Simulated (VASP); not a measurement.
# Sb in VASP: a series of runs, part 2 of 2

VASP 6.6.1.

## (4) Single point, PBE

INCAR reads:

```
PREC = Accurate ; ENCUT = 520
EDIFF = 1E-6 ; ISMEAR = 0
SIGMA = 0.1 ; LREAL = False
LASPH = True ; NELM = 100
ALGO = Normal ; ISIF = 2
LWAVE = False ; LCHARG = False
GGA = PE ; NBANDS = 18
```

KPOINTS reads:

```
regular mesh
0
Gamma
  10 10 10
```

POSCAR reads:

```
Sb
1.0
    5.1118287046      0.0000000000      0.0000000000
    0.0000000000      5.1118287046      0.0000000000
    0.0000000000      0.0000000000      5.1118287046
Sb
4
Direct
    0.1250315806      0.1250315806      0.1250315806
    0.3749684194      0.8749684194      0.6250315806
    0.6250315806      0.3749684194      0.8749684194
    0.8749684194      0.6250315806      0.3749684194
```

Potentials or basis: VASP PAW PBE potentials, release 64 (Sb).

Launch:

```bash
$ cat potpaw_PBE.64/Sb/POTCAR > POTCAR
$ mpirun -np 1 vasp_std > vasp.out
```

OUTCAR:

```text
PREC = Accurate
   ENCUT = 520
   EDIFF = 1E-6
   ISMEAR = 0
   LREAL = False
   LASPH = True
   NELM = 100
   ISIF = 2
   GGA = PE

 ion  position               nearest neighbor table
   1  0.125  0.125  0.125-   2 3.13   3 3.13   4 3.13   2 3.13   4 3.13   3 3.13
   2  0.375  0.875  0.625-   1 3.13   3 3.13   4 3.13   1 3.13   3 3.13   4 3.13
   3  0.625  0.375  0.875-   1 3.13   2 3.13   4 3.13   4 3.13   2 3.13   1 3.13
   4  0.875  0.625  0.375-   1 3.13   2 3.13   3 3.13   3 3.13   1 3.13   2 3.13

  LATTYP: Found a simple cubic cell.
 ALAT       =     5.1118287046

  Lattice vectors:

 A1 = (   5.1118287046,   0.0000000000,   0.0000000000)
 A2 = (   0.0000000000,   5.1118287046,   0.0000000000)
 A3 = (   0.0000000000,   0.0000000000,   5.1118287046)

Analysis of symmetry for initial positions (statically):
=====================================================================
 Subroutine PRICEL returns:
 Original cell was already a primitive cell.

 Routine SETGRP: Setting up the symmetry group for a
 simple cubic supercell.

 Subroutine GETGRP returns: Found 12 space group operations
 (whereof  3 operations were pure point group operations)
 out of a pool of 48 trial point group operations.

The static configuration has the point symmetry C_3 .
 The point group associated with its full space group is T   .

Analysis of symmetry for dynamics (positions and initial velocities):
=====================================================================
 Subroutine PRICEL returns:
 Original cell was already a primitive cell.

 Routine SETGRP: Setting up the symmetry group for a
 simple cubic supercell.

 Subroutine GETGRP returns: Found 12 space group operations
 (whereof  3 operations were pure point group operations)
 out of a pool of 48 trial point group operations.

The dynamic configuration has the point symmetry C_3 .
 The point group associated with its full space group is T   .

 Subroutine INISYM returns: Found 12 space group operations
 (whereof  3 operations are pure point group operations),
 and found     1 'primitive' translations

----------------------------------------------------------------------------------------

                                     Primitive cell

  volume of cell :     133.5761

  direct lattice vectors                    reciprocal lattice vectors
     5.111828705  0.000000000  0.000000000     0.195624708  0.000000000  0.000000000
     0.000000000  5.111828705  0.000000000     0.000000000  0.195624708  0.000000000
     0.000000000  0.000000000  5.111828705     0.000000000  0.000000000  0.195624708

  length of vectors
     5.111828705  5.111828705  5.111828705     0.195624708  0.195624708  0.195624708

  position of ions in fractional coordinates (direct lattice)
     0.125031581  0.125031581  0.125031581
     0.374968419  0.874968419  0.625031581
     0.625031581  0.374968419  0.874968419
     0.874968419  0.625031581  0.374968419

  ion indices of the primitive-cell ions
   primitive index   ion index
                 1           1
                 2           2
                 3           3
                 4           4

----------------------------------------------------------------------------------------

 KPOINTS: regular mesh

Automatic generation of k-mesh.
 Grid dimensions read from file:
 generate k-points for:   10   10   10

 Generating k-lattice:

  Cartesian coordinates                     Fractional coordinates (reciprocal lattice)
     0.019562471  0.000000000  0.000000000     0.100000000  0.000000000  0.000000000
     0.000000000  0.019562471  0.000000000     0.000000000  0.100000000  0.000000000
     0.000000000  0.000000000  0.019562471     0.000000000  0.000000000  0.100000000

  Length of vectors
     0.019562471  0.019562471  0.019562471

  Shift w.r.t. Gamma in fractional coordinates (k-lattice)
     0.000000000  0.000000000  0.000000000

 Subroutine IBZKPT returns following result:
 ===========================================

 Found     76 irreducible k-points:

 Following reciprocal coordinates:
            Coordinates               Weight
  0.000000  0.000000  0.000000      1.000000
  0.100000  0.000000  0.000000      6.000000
  0.200000  0.000000  0.000000      6.000000
  0.300000  0.000000  0.000000      6.000000
  0.400000  0.000000  0.000000      6.000000
  0.500000  0.000000  0.000000      3.000000
[... 16 lines left out ...]
  0.300000  0.300000  0.000000     12.000000
  0.400000  0.300000  0.000000     12.000000
 [... further k-points ...]
   k-points           NKPTS =     76   k-points in BZ     NKDIM =     76   number of bands    NBANDS=     18
   number of dos      NEDOS =    301   number of ions     NIONS =      4
   total plane-waves  NPLWV =  64000
   dimension x,y,z NGX =    40 NGY =   40 NGZ =   40
   dimension x,y,z NGXF=    80 NGYF=   80 NGZF=   80
   ions per type =               4
   NGX,Y,Z   is equivalent  to a cutoff of  13.01, 13.01, 13.01 a.u.
   NGXF,Y,Z  is equivalent  to a cutoff of  26.02, 26.02, 26.02 a.u.
 SYSTEM =  unknown system
   PREC   = accura    normal or accurate (medium, high low for compatibility)
   ISTART =      0    job   : 0-new  1-cont  2-samecut
   ICHARG =      2    charge: 1-file 2-atom 10-const
   ISPIN  =      1    spin polarized calculation?
   LNONCOLLINEAR =      F non collinear calculations
   LSORBIT =      F    spin-orbit coupling
   LASPH  =      T    aspherical Exc in radial PAW
   ENCUT  =  520.0 eV  38.22 Ry    6.18 a.u.   9.50  9.50  9.50*2*pi/ulx,y,z
   NELM   =    100;   NELMIN=  2; NELMDL= -5     # of ELM steps
   EDIFF  = 0.1E-05   stopping-criterion for ELM
   LREAL  =      F    real-space projection
   EDIFFG = 0.1E-04   stopping-criterion for IOM
   NSW    =      0    number of steps for IOM
   IBRION =     -1    ionic relax: 0-MD 1-quasi-New 2-CG
   NFREE  =      0    steps in history (QN), initial steepest desc. (CG)
   ISIF   =      2    stress and relaxation
   ISYM   =      2    0-nonsym 1-usesym 2-fastsym
   POTIM  = 0.5000    time-step for ionic-motion
   TEBEG  =    0.0;   TEEND  =   0.0 temperature during run
   PSTRESS=    0.0 pullay stress
   NELECT =      20.0000    total number of electrons
   NUPDOWN=      -1.0000    fix difference up-down
   EMIN   =  10.00;   EMAX   =-10.00  energy-range for DOS
   EFERMI =   0.00;   METHOD = LEGACY
   ISMEAR =     0;   SIGMA  =   0.10  broadening in eV -4-tet -1-fermi 0-gaus
   EFERMI_NEDOS =   21; number of points for ismear=-14 and -15
   IALGO  =     38    algorithm
   IMIX   =      4    mixing-type and parameters
     AMIX     =   0.40;   BMIX     =  1.00
     AMIX_MAG =   1.60;   BMIX_MAG =  1.00
  volume/ion in A,a.u.               =      33.39       225.35
  Fermi-wavevector in a.u.,A,eV,Ry     =   0.869311  1.642760 10.281946  0.755702
  Thomas-Fermi vector in A             =   1.988115
   LORBIT       =      0    0 simple, 1 ext, 2 COOP (PROOUT), +10 PAW based schemes
   GGA     = PE    functional components
   LHFCALC =     F    Hartree Fock is set to
   AEXX    =    0.0000 exact exchange contribution
   IVDW    =     0    specifies the selected vdW correction
   LEPSILON=     F    determine dielectric tensor
   LRPA    =     F    only Hartree local field effects (RPA)
 non-spin polarized calculation
 Gauss-broadening in eV      SIGMA  =   0.10
  energy-cutoff  :      520.00
  volume of cell :      133.58
 maximum number of plane-waves:      3695
 NGX is ok and might be reduce to    40
   NGX = 19   NGY = 19   NGZ = 19

 number of electron      19.9999998 magnetization

 Free energy of the ion-electron system (eV)
  ---------------------------------------------------
  ext. energy  EPLUGINS =         0.00000000
  ---------------------------------------------------
  free energy    TOTEN  =       -15.65018815 eV

  energy without entropy =      -15.64294953  energy(sigma->0) =      -15.64656884

 E-fermi :   5.9404     XC(G=0):  -9.0641

 val. band max:        5.9069032290   @ k =   0.2000   0.0000   0.0000
 cond. band min:       5.9807184873   @ k =   0.3000   0.3000   0.1000
 fundamental gap:      0.0738152583
 Fermi energy:         5.9403713939

 k-point     1 :       0.0000    0.0000    0.0000
  band No.  band energies     occupation
      1      -6.0994      2.00000
      2      -2.1760      2.00000
      3      -2.1760      2.00000
      4      -2.1760      2.00000
      5       3.3366      2.00000
      6       3.3366      2.00000
[... 10 lines left out ...]
     17      10.7610      0.00000
     18      12.3604      0.00000
[... 466 lines left out ...]
      2      -4.2221      2.00000
      3      -2.3503      2.00000
      4      -1.7285      2.00000
      5       2.1826      2.00000
      6       2.7908      2.00000
[... 10 lines left out ...]
     17      10.6821      0.00000
     18      11.6555      0.00000

 [... further k-points ...]
[... 5 lines left out ...]
  --------------------------------------------------------------------------------------
  -------------------------------------------------------------------------------------
  Total       -0.0227674     -0.0227674     -0.0227674      0.0000000     -0.0000000     -0.0000000
  in kB       -0.2730838     -0.2730838     -0.2730838      0.0000000     -0.0000000     -0.0000000
  external PRESSURE =      -0.2730838 kB  Pullay stress =       0.0000000 kB

 VOLUME and BASIS-vectors are now :
 -----------------------------------------------------------------------------
  energy-cutoff  :      520.00
  volume of cell :      133.58
      direct lattice vectors                 reciprocal lattice vectors
     5.111828705  0.000000000  0.000000000     0.195624708  0.000000000  0.000000000
     0.000000000  5.111828705  0.000000000     0.000000000  0.195624708  0.000000000
     0.000000000  0.000000000  5.111828705     0.000000000  0.000000000  0.195624708

 POSITION                                       TOTAL-FORCE (eV/Angst)
 -----------------------------------------------------------------------------------
      0.63914      0.63914      0.63914        -0.000074     -0.000074     -0.000074
      1.91677      4.47269      3.19505         0.000074      0.000074     -0.000074
      3.19505      1.91677      4.47269        -0.000074      0.000074      0.000074
      4.47269      3.19505      1.91677         0.000074     -0.000074      0.000074
 -----------------------------------------------------------------------------------
    total drift:                               -0.000000     -0.000000      0.000000

  FREE ENERGIE OF THE ION-ELECTRON SYSTEM (eV)
  ---------------------------------------------------
  free  energy   TOTEN  =       -15.6501881470 eV

  energy  without entropy=      -15.6429495269  energy(sigma->0) =      -15.64656884
```

Wall time 78 s (1 thread of Intel Xeon Platinum 8124M at 3.00GHz (Skylake/Cascade Lake), shared host); peak memory 0.32 GiB.

What came out:

```yaml
Free_energy: -15.6502 eV
Pressure: 0.0 GPa
Band_gap_on_the_k_mesh: zero (band 10 reaches 8.43 eV, above the bottom of band 11 at 5.32 eV)
```

Levels at points of the mesh, in eV from the Fermi level:
```csv
k point,band 6,band 7,band 8,band 9,band 10,band 11,band 12,band 13,band 14,band 15
"(0.00, 0.00, 0.00)",-2.60,-2.60,-1.82,-1.82,-1.82,0.58,0.58,1.73,1.73,1.73
"(0.50, 0.00, 0.00)",-3.80,-2.96,-2.96,-0.58,-0.58,1.36,1.36,2.33,2.33,2.95
"(0.50, 0.50, 0.00)",-3.26,-1.84,-1.84,-1.33,-1.33,-0.62,-0.62,3.88,3.88,4.37
"(0.50, 0.50, 0.50)",-4.22,-4.22,-4.22,2.49,2.49,2.49,2.49,3.13,3.13,3.13
```

Caveat: spin-orbit coupling is left out, which moves the levels of the heavy elements.
